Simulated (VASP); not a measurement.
# GeS (Pnma) in VASP: notebook

Runs on GeS. Level: PBE. Tasks: single point.

Everything below comes from runs of VASP 6.6.1. Logs are shortened: lines on timing, memory, paths and dates and some standing lists are left out, and cuts for length are marked.

## 1. The cell of the first run

Symmetry: Pnma, No. 62, orthorhombic system. Conventional cell: a = 11.050 Å, b = 3.668 Å, c = 4.450 Å, α = 90.00°, β = 90.00°, γ = 90.00°. Ge (site symmetry m) has 3 S at 2.46 to 2.52 Å within 3.2 Å. Within 3.2 Å of S (site symmetry m) lie 3 Ge at 2.46 to 2.52 Å.

## 2. Single point, PBE (strain +0.0250 x Voigt [1, 0, 0, 0, 0, 0])

Contents of INCAR:

```
ALGO = Normal
EDIFF = 1E-6
ENCUT = 500
GGA = PE
GGA_COMPAT = False
ISIF = 2
ISMEAR = 0
LASPH = True
LCHARG = True
LELF = True
LREAL = False
LVHAR = True
LWAVE = False
NBANDS = 50
NELM = 120
PREC = Accurate
SIGMA = 0.05
```

Contents of KPOINTS:

```
k-points
0
Gamma
  4 8 6
```

Contents of POSCAR:

```
GeS
1.0
   11.0500243225      0.0000000000      0.0000000000
    0.0000000000      3.6678294942      0.0000000000
    0.0000000000      0.0000000000      4.4504162674
Ge S
4 4
Direct
    0.1259048197      0.2500000000      0.1349203576
    0.8740951803      0.7500000000      0.8650796424
    0.3740951803      0.7500000000      0.6349203576
    0.6259048197      0.2500000000      0.3650796424
    0.8471176922      0.2500000000      0.5025596800
    0.1528823078      0.7500000000      0.4974403200
    0.6528823078      0.7500000000      0.0025596800
    0.3471176922      0.2500000000      0.9974403200
```

Potentials or basis: VASP PAW PBE potentials, release 64 (Ge_d, S).

Run with:

```console
> cat potpaw_PBE.64/Ge_d/POTCAR potpaw_PBE.64/S/POTCAR > POTCAR
> mpirun -np 1 vasp_std > vasp.out
```

OUTCAR:

```text
EDIFF = 1E-6
   ENCUT = 500
   GGA = PE
   ISIF = 2
   ISMEAR = 0
   LASPH = True
   LREAL = False
   NELM = 120
   PREC = Accurate

 ion  position               nearest neighbor table
   1  0.126  0.250  0.135-   6 2.46   6 2.46   8 2.52
   2  0.874  0.750  0.865-   5 2.46   5 2.46   7 2.52
   3  0.374  0.750  0.635-   8 2.46   8 2.46   6 2.52
   4  0.626  0.250  0.365-   7 2.46   7 2.46   5 2.52
   5  0.847  0.250  0.503-   2 2.46   2 2.46   4 2.52
   6  0.153  0.750  0.497-   1 2.46   1 2.46   3 2.52
   7  0.653  0.750  0.003-   4 2.46   4 2.46   2 2.52
   8  0.347  0.250  0.997-   3 2.46   3 2.46   1 2.52

  LATTYP: Found a simple orthorhombic cell.
 ALAT       =     3.6678294942
 B/A-ratio  =     1.2133650908
 C/A-ratio  =     3.0126875690

  Lattice vectors:

 A1 = (   0.0000000000,   3.6678294942,   0.0000000000)
 A2 = (   0.0000000000,   0.0000000000,   4.4504162674)
 A3 = (  11.0500243225,   0.0000000000,   0.0000000000)

Analysis of symmetry for initial positions (statically):
=====================================================================
 Subroutine PRICEL returns:
 Original cell was already a primitive cell.

 Routine SETGRP: Setting up the symmetry group for a
 simple orthorhombic supercell.

 Subroutine GETGRP returns: Found  8 space group operations
 (whereof  2 operations were pure point group operations)
 out of a pool of  8 trial point group operations.

The static configuration has the point symmetry S_2 .
 The point group associated with its full space group is D_2h.

Analysis of symmetry for dynamics (positions and initial velocities):
=====================================================================
 Subroutine PRICEL returns:
 Original cell was already a primitive cell.

 Routine SETGRP: Setting up the symmetry group for a
 simple orthorhombic supercell.

 Subroutine GETGRP returns: Found  8 space group operations
 (whereof  2 operations were pure point group operations)
 out of a pool of  8 trial point group operations.

The dynamic configuration has the point symmetry S_2 .
 The point group associated with its full space group is D_2h.

 Subroutine INISYM returns: Found  8 space group operations
 (whereof  2 operations are pure point group operations),
 and found     1 'primitive' translations

----------------------------------------------------------------------------------------

                                     Primitive cell

  volume of cell :     180.3736

  direct lattice vectors                    reciprocal lattice vectors
    11.050024323  0.000000000  0.000000000     0.090497538  0.000000000  0.000000000
     0.000000000  3.667829494  0.000000000     0.000000000  0.272640809  0.000000000
     0.000000000  0.000000000  4.450416267     0.000000000  0.000000000  0.224698082

  length of vectors
    11.050024323  3.667829494  4.450416267     0.090497538  0.272640809  0.224698082

  position of ions in fractional coordinates (direct lattice)
     0.125904820  0.250000000  0.134920358
     0.874095180  0.750000000  0.865079642
     0.374095180  0.750000000  0.634920358
     0.625904820  0.250000000  0.365079642
     0.847117692  0.250000000  0.502559680
     0.152882308  0.750000000  0.497440320
     0.652882308  0.750000000  0.002559680
     0.347117692  0.250000000  0.997440320

  ion indices of the primitive-cell ions
   primitive index   ion index
                 1           1
                 2           2
                 3           3
                 4           4
                 5           5
                 6           6
                 7           7
                 8           8

----------------------------------------------------------------------------------------

 KPOINTS: k-points

Automatic generation of k-mesh.
 Grid dimensions read from file:
 generate k-points for:    4    8    6

 Generating k-lattice:

  Cartesian coordinates                     Fractional coordinates (reciprocal lattice)
     0.022624385  0.000000000  0.000000000     0.250000000  0.000000000  0.000000000
     0.000000000  0.034080101  0.000000000     0.000000000  0.125000000  0.000000000
     0.000000000  0.000000000  0.037449680     0.000000000  0.000000000  0.166666667

  Length of vectors
     0.022624385  0.034080101  0.037449680

  Shift w.r.t. Gamma in fractional coordinates (k-lattice)
     0.000000000  0.000000000  0.000000000

 Subroutine IBZKPT returns following result:
 ===========================================

 Found     60 irreducible k-points:

 Following reciprocal coordinates:
            Coordinates               Weight
  0.000000  0.000000  0.000000      1.000000
  0.250000  0.000000  0.000000      2.000000
  0.500000  0.000000  0.000000      1.000000
  0.000000  0.125000  0.000000      2.000000
  0.250000  0.125000  0.000000      4.000000
  0.500000  0.125000  0.000000      2.000000
[... 16 lines left out ...]
  0.250000  0.250000  0.166667      8.000000
  0.500000  0.250000  0.166667      4.000000
 [... further k-points ...]
   k-points           NKPTS =     60   k-points in BZ     NKDIM =     60   number of bands    NBANDS=     50
   number of dos      NEDOS =    301   number of ions     NIONS =      8
   total plane-waves  NPLWV =  75264
   dimension x,y,z NGX =    84 NGY =   28 NGZ =   32
   dimension x,y,z NGXF=   168 NGYF=   56 NGZF=   64
   ions per type =               4   4
   NGX,Y,Z   is equivalent  to a cutoff of  12.64, 12.69, 11.95 a.u.
   NGXF,Y,Z  is equivalent  to a cutoff of  25.28, 25.38, 23.91 a.u.
 SYSTEM =  unknown system
   PREC   = accura    normal or accurate (medium, high low for compatibility)
   ISTART =      0    job   : 0-new  1-cont  2-samecut
   ICHARG =      2    charge: 1-file 2-atom 10-const
   ISPIN  =      1    spin polarized calculation?
   LNONCOLLINEAR =      F non collinear calculations
   LSORBIT =      F    spin-orbit coupling
   LASPH  =      T    aspherical Exc in radial PAW
   ENCUT  =  500.0 eV  36.75 Ry    6.06 a.u.  20.15  6.69  8.11*2*pi/ulx,y,z
   NELM   =    120;   NELMIN=  2; NELMDL= -5     # of ELM steps
   EDIFF  = 0.1E-05   stopping-criterion for ELM
   LREAL  =      F    real-space projection
   EDIFFG = 0.1E-04   stopping-criterion for IOM
   NSW    =      0    number of steps for IOM
   IBRION =     -1    ionic relax: 0-MD 1-quasi-New 2-CG
   NFREE  =      0    steps in history (QN), initial steepest desc. (CG)
   ISIF   =      2    stress and relaxation
   ISYM   =      2    0-nonsym 1-usesym 2-fastsym
   POTIM  = 0.5000    time-step for ionic-motion
   TEBEG  =    0.0;   TEEND  =   0.0 temperature during run
   PSTRESS=    0.0 pullay stress
   NELECT =      80.0000    total number of electrons
   NUPDOWN=      -1.0000    fix difference up-down
   EMIN   =  10.00;   EMAX   =-10.00  energy-range for DOS
   EFERMI =   0.00;   METHOD = LEGACY
   ISMEAR =     0;   SIGMA  =   0.05  broadening in eV -4-tet -1-fermi 0-gaus
   EFERMI_NEDOS =   21; number of points for ismear=-14 and -15
   IALGO  =     38    algorithm
   IMIX   =      4    mixing-type and parameters
     AMIX     =   0.40;   BMIX     =  1.00
     AMIX_MAG =   1.60;   BMIX_MAG =  1.00
  volume/ion in A,a.u.               =      22.55       152.15
  Fermi-wavevector in a.u.,A,eV,Ry     =   1.248477  2.359279 21.207325  1.558694
  Thomas-Fermi vector in A             =   2.382562
   LORBIT       =      0    0 simple, 1 ext, 2 COOP (PROOUT), +10 PAW based schemes
   GGA     = PE    functional components
   LHFCALC =     F    Hartree Fock is set to
   AEXX    =    0.0000 exact exchange contribution
   IVDW    =     0    specifies the selected vdW correction
   LEPSILON=     F    determine dielectric tensor
   LRPA    =     F    only Hartree local field effects (RPA)
 non-spin polarized calculation
 Gauss-broadening in eV      SIGMA  =   0.05
  energy-cutoff  :      500.00
  volume of cell :      180.37
 maximum number of plane-waves:      4624
 NGX is ok and might be reduce to    84
   NGX = 41   NGY = 13   NGZ = 17

 number of electron      80.0000031 magnetization

 Free energy of the ion-electron system (eV)
  ---------------------------------------------------
  ext. energy  EPLUGINS =         0.00000000
  ---------------------------------------------------
  free energy    TOTEN  =       -36.61441078 eV

  energy without entropy =      -36.61441078  energy(sigma->0) =      -36.61441078

 E-fermi :   4.2315     XC(G=0):  -9.6385

 val. band max:        4.0307721656   @ k =   0.0000   0.0000   0.0000
 cond. band min:       5.0920781989   @ k =   0.0000   0.0000   0.0000
 fundamental gap:      1.0613060333
 Fermi energy:         4.2314732925

 k-point     1 :       0.0000    0.0000    0.0000
  band No.  band energies     occupation
      1     -20.3536      2.00000
      2     -20.3518      2.00000
      3     -20.3475      2.00000
      4     -20.3462      2.00000
      5     -20.3425      2.00000
      6     -20.3420      2.00000
[... 42 lines left out ...]
     49       9.5194      0.00000
     50       9.7302      0.00000

 k-point     2 :       0.2500    0.0000    0.0000
  band No.  band energies     occupation
      1     -20.3534      2.00000
      2     -20.3521      2.00000
      3     -20.3472      2.00000
      4     -20.3463      2.00000
      5     -20.3424      2.00000
      6     -20.3421      2.00000
[... 42 lines left out ...]
     49       9.4023      0.00000
     50       9.5733      0.00000

 k-point     3 :       0.5000    0.0000    0.0000
  band No.  band energies     occupation
      1     -20.3528      2.00000
      2     -20.3528      2.00000
      3     -20.3467      2.00000
      4     -20.3467      2.00000
      5     -20.3423      2.00000
      6     -20.3423      2.00000
[... 42 lines left out ...]
     49       9.1505      0.00000
     50       9.1511      0.00000

 k-point     4 :       0.0000    0.1250    0.0000
  band No.  band energies     occupation
      1     -20.3519      2.00000
      2     -20.3504      2.00000
      3     -20.3459      2.00000
      4     -20.3449      2.00000
      5     -20.3432      2.00000
      6     -20.3429      2.00000
[... 999 lines left out ...]
 k-point    23 :       0.2500    0.2500    0.1667
  band No.  band energies     occupation
      1     -20.3485      2.00000
      2     -20.3480      2.00000
      3     -20.3459      2.00000
      4     -20.3455      2.00000
      5     -20.3430      2.00000
      6     -20.3426      2.00000
[... 42 lines left out ...]
     49       8.4243      0.00000
     50       9.0776      0.00000

 k-point    24 :       0.5000    0.2500    0.1667
  band No.  band energies     occupation
      1     -20.3482      2.00000
      2     -20.3482      2.00000
      3     -20.3457      2.00000
      4     -20.3457      2.00000
      5     -20.3429      2.00000
      6     -20.3429      2.00000
[... 42 lines left out ...]
     49       8.7115      0.00000
     50       8.7115      0.00000

 [... further k-points ...]

------------------------ aborting loop because EDIFF is reached ----------------------------------------

  FORCE on cell =-STRESS in cart. coord.  units (eV):
  Direction    XX          YY          ZZ          XY          YZ          ZX
  --------------------------------------------------------------------------------------
  -------------------------------------------------------------------------------------
  Total       -2.8622670     -0.8581366     -0.6896978      0.0000000      0.0000000      0.0000000
  in kB      -25.4242251     -7.6224398     -6.1262737      0.0000000      0.0000000      0.0000000
  external PRESSURE =     -13.0576462 kB  Pullay stress =       0.0000000 kB

 VOLUME and BASIS-vectors are now :
 -----------------------------------------------------------------------------
  energy-cutoff  :      500.00
  volume of cell :      180.37
      direct lattice vectors                 reciprocal lattice vectors
    11.050024323  0.000000000  0.000000000     0.090497538  0.000000000  0.000000000
     0.000000000  3.667829494  0.000000000     0.000000000  0.272640809  0.000000000
     0.000000000  0.000000000  4.450416267     0.000000000  0.000000000  0.224698082

 POSITION                                       TOTAL-FORCE (eV/Angst)
 -----------------------------------------------------------------------------------
      1.39125      0.91696      0.60045         0.219428     -0.000000      0.030667
      9.65877      2.75087      3.84996        -0.219428      0.000000     -0.030667
      4.13376      2.75087      2.82566        -0.219428     -0.000000      0.030667
      6.91626      0.91696      1.62476         0.219428      0.000000     -0.030667
      9.36067      0.91696      2.23660        -0.182906      0.000000      0.014959
      1.68935      2.75087      2.21382         0.182906      0.000000     -0.014959
      7.21437      2.75087      0.01139         0.182906      0.000000      0.014959
      3.83566      0.91696      4.43902        -0.182906     -0.000000     -0.014959
 -----------------------------------------------------------------------------------
    total drift:                                0.000000      0.000000      0.000000

  FREE ENERGIE OF THE ION-ELECTRON SYSTEM (eV)
  ---------------------------------------------------
  free  energy   TOTEN  =       -36.6144107828 eV

  energy  without entropy=      -36.6144107828  energy(sigma->0) =      -36.61441078
```

Run time: 7.6 min. Hardware: 1 thread of AMD EPYC 7R43 (Zen 3), shared host; peak memory 0.46 GiB.

What came out:

```yaml
Free_energy: -36.6144 eV
Pressure: -1.3 GPa
Largest_force: 0.222 eV/Å
Band_gap_on_the_k_mesh: 1.06 eV
```

Forces in eV/Å, atoms in the order of the input:
```
Ge   0.219  0.000  0.031
Ge  -0.219  0.000 -0.031
Ge  -0.219  0.000  0.031
Ge   0.219  0.000 -0.031
S   -0.183  0.000  0.015
S    0.183  0.000 -0.015
S    0.183  0.000  0.015
S   -0.183  0.000 -0.015
```

Levels at points of the mesh, in eV from the valence-band top:
| k point | band 36 | band 37 | band 38 | band 39 | band 40 | band 41 | band 42 | band 43 | band 44 | band 45 |
| --- | --- | --- | --- | --- | --- | --- | --- | --- | --- | --- |
| (0.00, 0.00, 0.00) | -1.94 | -1.59 | -0.97 | -0.71 | 0.00 | 1.06 | 2.53 | 2.80 | 2.99 | 3.19 |
| (0.50, 0.00, 0.00) | -1.86 | -1.75 | -1.75 | -0.33 | -0.33 | 2.23 | 2.23 | 2.64 | 2.64 | 3.62 |
| (0.00, 0.50, 0.00) | -2.10 | -1.44 | -1.44 | -1.11 | -1.11 | 1.41 | 1.41 | 1.70 | 1.70 | 2.57 |
| (0.50, 0.50, 0.00) | -2.30 | -1.42 | -1.42 | -1.42 | -1.42 | 1.76 | 1.76 | 1.76 | 1.76 | 2.78 |
| (0.00, 0.00, 0.50) | -1.69 | -0.89 | -0.89 | -0.24 | -0.24 | 1.79 | 1.79 | 2.40 | 2.40 | 2.88 |
| (0.50, 0.00, 0.50) | -2.06 | -0.69 | -0.69 | -0.27 | -0.27 | 1.78 | 1.78 | 2.35 | 2.35 | 3.25 |
| (0.00, 0.50, 0.50) | -3.41 | -1.88 | -1.88 | -1.25 | -1.25 | 2.95 | 2.95 | 3.12 | 3.12 | 4.69 |
| (0.50, 0.50, 0.50) | -3.81 | -1.38 | -1.38 | -1.38 | -1.38 | 2.79 | 2.79 | 2.79 | 2.79 | 4.61 |

Caveat: the cell differs from its parent crystal (strain +0.0250 x Voigt [1, 0, 0, 0, 0, 0]). A k mesh can miss the band edges.

[end of part 1 of 2]
